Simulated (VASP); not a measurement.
# SiO2 (Pn-3m) in VASP: notebook, part 2 of 2

VASP 6.6.1. Earlier steps stand in the parts before.

**3. Single point, r2SCAN**

This run uses another cell than the first one, of 13.43 Å³/atom.

Input file POSCAR:

```
SiO2
1.0
    4.3194676920      0.0000000000      0.0000000000
    0.0000000000      4.3194676920      0.0000000000
    0.0000000000      0.0000000000      4.3194676920
Si O
2 4
Direct
    0.0000000000      0.0000000000      0.0000000000
    0.5000000000      0.5000000000      0.5000000000
    0.2500000000      0.2500000000      0.2500000000
    0.2500000000      0.7500000000      0.7500000000
    0.7500000000      0.7500000000      0.2500000000
    0.7500000000      0.2500000000      0.7500000000
```

Input file INCAR.step1:

```
SYSTEM = SiO2
  PREC = Accurate
  ENCUT = 520
  ISMEAR = 0
  SIGMA = 0.1
  LREAL = .FALSE.
  LASPH = .TRUE.
  NELM = 60
  NBANDS = 25
  GGA = PE
  ALGO = Normal
  EDIFF = 1E-4
  LWAVE = .TRUE.
  LCHARG = .FALSE.
```

Input file INCAR.step2:

```
SYSTEM = SiO2
  PREC = Accurate
  ENCUT = 520
  EDIFF = 1E-6
  ISMEAR = 0
  SIGMA = 0.1
  LREAL = .FALSE.
  LASPH = .TRUE.
  NELM = 60
  ALGO = Normal
  ISIF = 2
  LWAVE = .FALSE.
  LCHARG = .FALSE.
  METAGGA = R2SCAN
  LMIXTAU = .TRUE.
  NBANDS = 25
  ISTART = 1
```

Input file KPOINTS:

```
Automatic mesh
0
G
  4 4 4
  0 0 0
```

Potentials or basis: VASP PAW PBE potentials, release 64 (Si, O).

Command:

```sh
cat potpaw_PBE.64/Si/POTCAR potpaw_PBE.64/O/POTCAR > POTCAR
cp INCAR.step1 INCAR
mpirun -np 1 vasp_std > vasp.out
cp INCAR.step2 INCAR
mpirun -np 1 vasp_std > vasp.out
```

OUTCAR:

```text
SYSTEM = SiO2
   PREC = Accurate
   ENCUT = 520
   EDIFF = 1E-6
   ISMEAR = 0
   LREAL = .FALSE.
   LASPH = .TRUE.
   NELM = 60
   ISIF = 2
   METAGGA = R2SCAN
   ISTART = 1

 ion  position               nearest neighbor table
   1  0.000  0.000  0.000-   3 1.87   4 1.87   5 1.87   6 1.87
   2  0.500  0.500  0.500-   3 1.87   4 1.87   5 1.87   6 1.87
   3  0.250  0.250  0.250-   1 1.87   2 1.87
   4  0.250  0.750  0.750-   1 1.87   2 1.87
   5  0.750  0.750  0.250-   1 1.87   2 1.87
   6  0.750  0.250  0.750-   1 1.87   2 1.87

  LATTYP: Found a simple cubic cell.
 ALAT       =     4.3194676920

  Lattice vectors:

 A1 = (   4.3194676920,   0.0000000000,   0.0000000000)
 A2 = (   0.0000000000,   4.3194676920,   0.0000000000)
 A3 = (   0.0000000000,   0.0000000000,   4.3194676920)

Analysis of symmetry for initial positions (statically):
=====================================================================
 Subroutine PRICEL returns:
 Original cell was already a primitive cell.

 Routine SETGRP: Setting up the symmetry group for a
 simple cubic supercell.

 Subroutine GETGRP returns: Found 48 space group operations
 (whereof 24 operations were pure point group operations)
 out of a pool of 48 trial point group operations.

The static configuration has the point symmetry T_d .
 The point group associated with its full space group is O_h .

Analysis of symmetry for dynamics (positions and initial velocities):
=====================================================================
 Subroutine PRICEL returns:
 Original cell was already a primitive cell.

 Routine SETGRP: Setting up the symmetry group for a
 simple cubic supercell.

 Subroutine GETGRP returns: Found 48 space group operations
 (whereof 24 operations were pure point group operations)
 out of a pool of 48 trial point group operations.

The dynamic configuration has the point symmetry T_d .
 The point group associated with its full space group is O_h .

 Subroutine INISYM returns: Found 48 space group operations
 (whereof 24 operations are pure point group operations),
 and found     1 'primitive' translations

----------------------------------------------------------------------------------------

                                     Primitive cell

  volume of cell :      80.5918

  direct lattice vectors                    reciprocal lattice vectors
     4.319467692  0.000000000  0.000000000     0.231510008  0.000000000  0.000000000
     0.000000000  4.319467692  0.000000000     0.000000000  0.231510008  0.000000000
     0.000000000  0.000000000  4.319467692     0.000000000  0.000000000  0.231510008

  length of vectors
     4.319467692  4.319467692  4.319467692     0.231510008  0.231510008  0.231510008

  position of ions in fractional coordinates (direct lattice)
     0.000000000  0.000000000  0.000000000
     0.500000000  0.500000000  0.500000000
     0.250000000  0.250000000  0.250000000
     0.250000000  0.750000000  0.750000000
     0.750000000  0.750000000  0.250000000
     0.750000000  0.250000000  0.750000000

  ion indices of the primitive-cell ions
   primitive index   ion index
                 1           1
                 2           2
[... 32 lines left out ...]
            Coordinates               Weight
  0.000000  0.000000  0.000000      1.000000
  0.250000  0.000000  0.000000      6.000000
  0.500000  0.000000  0.000000      3.000000
  0.250000  0.250000  0.000000     12.000000
  0.500000  0.250000  0.000000     12.000000
  0.500000  0.500000  0.000000      3.000000
  0.250000  0.250000  0.250000      8.000000
  0.500000  0.250000  0.250000     12.000000
  0.500000  0.500000  0.250000      6.000000
  0.500000  0.500000  0.500000      1.000000
   k-points           NKPTS =     10   k-points in BZ     NKDIM =     10   number of bands    NBANDS=     25
   number of dos      NEDOS =    301   number of ions     NIONS =      6
   total plane-waves  NPLWV =  32768
   dimension x,y,z NGX =    32 NGY =   32 NGZ =   32
   dimension x,y,z NGXF=    64 NGYF=   64 NGZF=   64
   ions per type =               2   4
   NGX,Y,Z   is equivalent  to a cutoff of  12.32, 12.32, 12.32 a.u.
   NGXF,Y,Z  is equivalent  to a cutoff of  24.63, 24.63, 24.63 a.u.
 SYSTEM =  SiO2
   PREC   = accura    normal or accurate (medium, high low for compatibility)
   ISTART =      1    job   : 0-new  1-cont  2-samecut
   ICHARG =      0    charge: 1-file 2-atom 10-const
   ISPIN  =      1    spin polarized calculation?
   LNONCOLLINEAR =      F non collinear calculations
   LSORBIT =      F    spin-orbit coupling
   LASPH  =      T    aspherical Exc in radial PAW
   ENCUT  =  520.0 eV  38.22 Ry    6.18 a.u.   8.03  8.03  8.03*2*pi/ulx,y,z
   NELM   =     60;   NELMIN=  2; NELMDL=  0     # of ELM steps
   EDIFF  = 0.1E-05   stopping-criterion for ELM
   LREAL  =      F    real-space projection
   EDIFFG = 0.1E-04   stopping-criterion for IOM
   NSW    =      0    number of steps for IOM
   IBRION =     -1    ionic relax: 0-MD 1-quasi-New 2-CG
   NFREE  =      0    steps in history (QN), initial steepest desc. (CG)
   ISIF   =      2    stress and relaxation
   ISYM   =      2    0-nonsym 1-usesym 2-fastsym
   POTIM  = 0.5000    time-step for ionic-motion
   TEBEG  =    0.0;   TEEND  =   0.0 temperature during run
   PSTRESS=    0.0 pullay stress
   NELECT =      32.0000    total number of electrons
   NUPDOWN=      -1.0000    fix difference up-down
   EMIN   =  10.00;   EMAX   =-10.00  energy-range for DOS
   EFERMI =   0.00;   METHOD = LEGACY
   ISMEAR =     0;   SIGMA  =   0.10  broadening in eV -4-tet -1-fermi 0-gaus
   EFERMI_NEDOS =   21; number of points for ismear=-14 and -15
   IALGO  =     38    algorithm
   IMIX   =      4    mixing-type and parameters
     AMIX     =   0.40;   BMIX     =  1.00
     AMIX_MAG =   1.60;   BMIX_MAG =  1.00
  volume/ion in A,a.u.               =      13.43        90.64
  Fermi-wavevector in a.u.,A,eV,Ry     =   1.203265  2.273841 19.699148  1.447847
  Thomas-Fermi vector in A             =   2.339023
   LORBIT       =      0    0 simple, 1 ext, 2 COOP (PROOUT), +10 PAW based schemes
   METAGGA = R2SCAN    functional components
   LHFCALC =     F    Hartree Fock is set to
   AEXX    =    0.0000 exact exchange contribution
   IVDW    =     0    specifies the selected vdW correction
   LEPSILON=     F    determine dielectric tensor
   LRPA    =     F    only Hartree local field effects (RPA)
 non-spin polarized calculation
 Gauss-broadening in eV      SIGMA  =   0.10
  energy-cutoff  :      520.00
  volume of cell :       80.59
 maximum number of plane-waves:      2192
   NGX = 17   NGY = 17   NGZ = 17

 number of electron      31.9999972 magnetization

 Free energy of the ion-electron system (eV)
  ---------------------------------------------------
  ext. energy  EPLUGINS =         0.00000000
  ---------------------------------------------------
  free energy    TOTEN  =       -51.41972007 eV

  energy without entropy =      -51.41966040  energy(sigma->0) =      -51.41969023

 E-fermi :   1.5198     XC(G=0): -10.0570

 val. band max:        1.3084776518   @ k =   0.5000   0.5000   0.5000
 cond. band min:       1.7054751779   @ k =   0.0000   0.0000   0.0000
 fundamental gap:      0.3969975261
 Fermi energy:         1.5198295031

 k-point     1 :       0.0000    0.0000    0.0000
  band No.  band energies     occupation
      1     -17.6603      2.00000
      2     -16.1758      2.00000
      3     -16.1758      2.00000
      4     -16.1758      2.00000
      5      -7.6460      2.00000
      6      -3.5098      2.00000
[... 269 lines left out ...]
     24      11.2675      0.00000
     25      15.3964      0.00000

------------------------ aborting loop because EDIFF is reached ----------------------------------------

  FORCE on cell =-STRESS in cart. coord.  units (eV):
  Direction    XX          YY          ZZ          XY          YZ          ZX
  --------------------------------------------------------------------------------------
  -------------------------------------------------------------------------------------
  Total      -26.1130047    -26.1130047    -26.1130047     -0.0000000     -0.0000000     -0.0000000
  in kB     -519.1307321   -519.1307321   -519.1307321     -0.0000000     -0.0000000     -0.0000000
  external PRESSURE =    -519.1307321 kB  Pullay stress =       0.0000000 kB

 VOLUME and BASIS-vectors are now :
 -----------------------------------------------------------------------------
  energy-cutoff  :      520.00
  volume of cell :       80.59
      direct lattice vectors                 reciprocal lattice vectors
     4.319467692  0.000000000  0.000000000     0.231510008  0.000000000  0.000000000
     0.000000000  4.319467692  0.000000000     0.000000000  0.231510008  0.000000000
     0.000000000  0.000000000  4.319467692     0.000000000  0.000000000  0.231510008

 POSITION                                       TOTAL-FORCE (eV/Angst)
 -----------------------------------------------------------------------------------
      0.00000      0.00000      0.00000        -0.000000      0.000000     -0.000000
      2.15973      2.15973      2.15973        -0.000000      0.000000     -0.000000
      1.07987      1.07987      1.07987         0.000000     -0.000000      0.000000
      1.07987      3.23960      3.23960        -0.000000      0.000000      0.000000
      3.23960      3.23960      1.07987         0.000000     -0.000000      0.000000
      3.23960      1.07987      3.23960        -0.000000      0.000000     -0.000000
 -----------------------------------------------------------------------------------
    total drift:                                0.000000      0.000000      0.000000

  FREE ENERGIE OF THE ION-ELECTRON SYSTEM (eV)
  ---------------------------------------------------
  free  energy   TOTEN  =       -51.4197200704 eV

  energy  without entropy=      -51.4196603965  energy(sigma->0) =      -51.41969023
```

Run time: 60 s. Hardware: 1 thread of Intel Xeon Platinum 8259CL at 2.50GHz (Skylake/Cascade Lake), shared host; peak memory 0.18 GiB.

What came out:

- Free energy: -51.4197 eV
- Pressure: -51.9 GPa
- Band gap on the k mesh: 0.40 eV (least direct gap 0.81 eV)

Caveat: the cell stands under tension; semilocal functionals underestimate gaps, and a narrow one can read as zero; the PAW data sets were made with another functional, which shifts forces and pressure a little. A k mesh can miss the band edges.

**4. Single point, r2SCAN**

POSCAR: that of step 3 with these lines changed.

```diff
@@ -2,5 +2,5 @@
 1.0
-    4.3194676920      0.0000000000      0.0000000000
-    0.0000000000      4.3194676920      0.0000000000
-    0.0000000000      0.0000000000      4.3194676920
+    3.7741550288      0.0000000000      0.0000000000
+    0.0000000000      3.7741550288      0.0000000000
+    0.0000000000      0.0000000000      3.7741550288
 Si O
```

Input file INCAR.step1:

```
  PREC = Accurate
  ENCUT = 520
  ISMEAR = 0
  SIGMA = 0.02
  LREAL = False
  LASPH = True
  NELM = 100
  NBANDS = 25
  GGA = PE
  ALGO = Normal
  EDIFF = 1E-4
  LWAVE = True
  LCHARG = False
```

Input file INCAR.step2:

```
  PREC = Accurate
  ENCUT = 520
  EDIFF = 1E-6
  ISMEAR = 0
  SIGMA = 0.02
  LREAL = False
  LASPH = True
  NELM = 100
  ALGO = Normal
  ISIF = 2
  LWAVE = False
  LCHARG = False
  METAGGA = R2SCAN
  LMIXTAU = True
  NBANDS = 25
  ISTART = 1
```

Input file KPOINTS:

```
regular mesh
0
Gamma
  6 6 6
```

Potentials or basis: VASP PAW PBE potentials, release 64 (Si, O).

Command:

```sh
cat potpaw_PBE.64/Si/POTCAR potpaw_PBE.64/O/POTCAR > POTCAR
cp INCAR.step1 INCAR
mpirun -np 1 vasp_std > vasp.out
cp INCAR.step2 INCAR
mpirun -np 1 vasp_std > vasp.out
```

OUTCAR:

```text
PREC = Accurate
   ENCUT = 520
   EDIFF = 1E-6
   ISMEAR = 0
   LREAL = False
   LASPH = True
   NELM = 100
   ISIF = 2
   METAGGA = R2SCAN
   ISTART = 1

 ion  position               nearest neighbor table
   1  0.000  0.000  0.000-   3 1.63   4 1.63   5 1.63   6 1.63
   2  0.500  0.500  0.500-   3 1.63   4 1.63   5 1.63   6 1.63
   3  0.250  0.250  0.250-   1 1.63   2 1.63
   4  0.250  0.750  0.750-   1 1.63   2 1.63
   5  0.750  0.750  0.250-   1 1.63   2 1.63
   6  0.750  0.250  0.750-   1 1.63   2 1.63

[... 760 lines left out ...]
  -------------------------------------------------------------------------------------
  Total        0.0740309      0.0740309      0.0740309      0.0000000     -0.0000000      0.0000000
  in kB        2.2063002      2.2063002      2.2063002      0.0000000     -0.0000000      0.0000000
  external PRESSURE =       2.2063002 kB  Pullay stress =       0.0000000 kB

 VOLUME and BASIS-vectors are now :
 -----------------------------------------------------------------------------
  energy-cutoff  :      520.00
  volume of cell :       53.76
      direct lattice vectors                 reciprocal lattice vectors
     3.774155029  0.000000000  0.000000000     0.264959969  0.000000000  0.000000000
     0.000000000  3.774155029  0.000000000     0.000000000  0.264959969  0.000000000
     0.000000000  0.000000000  3.774155029     0.000000000  0.000000000  0.264959969

 POSITION                                       TOTAL-FORCE (eV/Angst)
 -----------------------------------------------------------------------------------
      0.00000      0.00000      0.00000         0.000000     -0.000000      0.000000
      1.88708      1.88708      1.88708         0.000000      0.000000      0.000000
      0.94354      0.94354      0.94354        -0.000000     -0.000000     -0.000000
      0.94354      2.83062      2.83062        -0.000000     -0.000000      0.000000
      2.83062      2.83062      0.94354         0.000000     -0.000000      0.000000
      2.83062      0.94354      2.83062        -0.000000      0.000000     -0.000000
 -----------------------------------------------------------------------------------
    total drift:                                0.000000     -0.000000      0.000000

  FREE ENERGIE OF THE ION-ELECTRON SYSTEM (eV)
  ---------------------------------------------------
  free  energy   TOTEN  =       -57.6214878376 eV

  energy  without entropy=      -57.6214878376  energy(sigma->0) =      -57.62148784
```

OUTCAR.step1:

```text
PREC = Accurate
   ENCUT = 520
   ISMEAR = 0
   LREAL = False
   LASPH = True
[... 790 lines left out ...]
      0.94354      0.94354      0.94354         0.000000      0.000000     -0.000000
      0.94354      2.83062      2.83062        -0.000000     -0.000000     -0.000000
      2.83062      2.83062      0.94354        -0.000000     -0.000000      0.000000
      2.83062      0.94354      2.83062         0.000000      0.000000     -0.000000
 -----------------------------------------------------------------------------------
    total drift:                                0.000000     -0.000000      0.000000

  FREE ENERGIE OF THE ION-ELECTRON SYSTEM (eV)
  ---------------------------------------------------
  free  energy   TOTEN  =       -45.1070633883 eV

  energy  without entropy=      -45.1070633883  energy(sigma->0) =      -45.10706339
```

OSZICAR.step1:

```text
N       E                     dE             d eps       ncg     rms          rms(c)
DAV:   1     0.137214397210E+03    0.13721E+03   -0.17746E+04  1008   0.122E+03
DAV:   2    -0.439585394544E+02   -0.18117E+03   -0.17344E+03  1303   0.277E+02
DAV:   3    -0.511761112993E+02   -0.72176E+01   -0.71835E+01  1325   0.529E+01
DAV:   4    -0.512207827185E+02   -0.44671E-01   -0.44661E-01  1142   0.494E+00
DAV:   5    -0.512211164713E+02   -0.33375E-03   -0.33372E-03  1307   0.412E-01    0.201E+01
DAV:   6    -0.450879140034E+02    0.61332E+01   -0.17409E+01  1111   0.278E+01    0.951E+00
DAV:   7    -0.450991766590E+02   -0.11263E-01   -0.66454E-01  1194   0.489E+00    0.328E+00
DAV:   8    -0.451010746783E+02   -0.18980E-02   -0.21276E-02  1124   0.136E+00    0.129E+00
DAV:   9    -0.451067493243E+02   -0.56746E-02   -0.10290E-02  1186   0.904E-01    0.315E-01
DAV:  10    -0.451071020492E+02   -0.35272E-03   -0.72559E-04  1221   0.170E-01    0.638E-02
DAV:  11    -0.451070633883E+02    0.38661E-04   -0.18563E-04   768   0.983E-02
   1 F= -.45107063E+02 E0= -.45107063E+02  d E =-.689689E-23
```

Wall time 82 s (1 thread of Intel Xeon Platinum 8259CL at 2.50GHz (Skylake/Cascade Lake), shared host); peak memory 0.16 GiB.

Results:

```
Free energy            : -57.6215 eV
Pressure               : 0.2 GPa
Band gap on the k mesh : 5.75 eV (least direct gap 6.34 eV)
```

Caveat: the PAW data sets were made with another functional, which shifts forces and pressure a little. A k mesh can miss the band edges.

**5. Overview**

```tsv
cell	k mesh	smearing	gap on the mesh (eV)	pressure (GPa)
a = 3.774 Å, 6 atoms	4 × 4 × 4	gaussian 0.1 eV	5.75	0.2
a = 4.319 Å, 6 atoms	4 × 4 × 4	gaussian 0.1 eV	0.40	-51.9
a = 3.774 Å, 6 atoms	6 × 6 × 6	gaussian 0.02 eV	5.75	0.2
```

Alike in all rows: task single point; level r2SCAN; potentials or basis VASP PAW PBE potentials, release 64 (Si, O); no spin polarisation; cutoff (eV) 520.

Caveats: the PAW data sets were made with another functional, which shifts forces and pressure a little; the cell stands under tension (at least some runs); semilocal functionals underestimate gaps, and a narrow one can read as zero (at least some runs).

Total energies depend on the potentials used, so only differences within one code and one set of settings carry meaning.
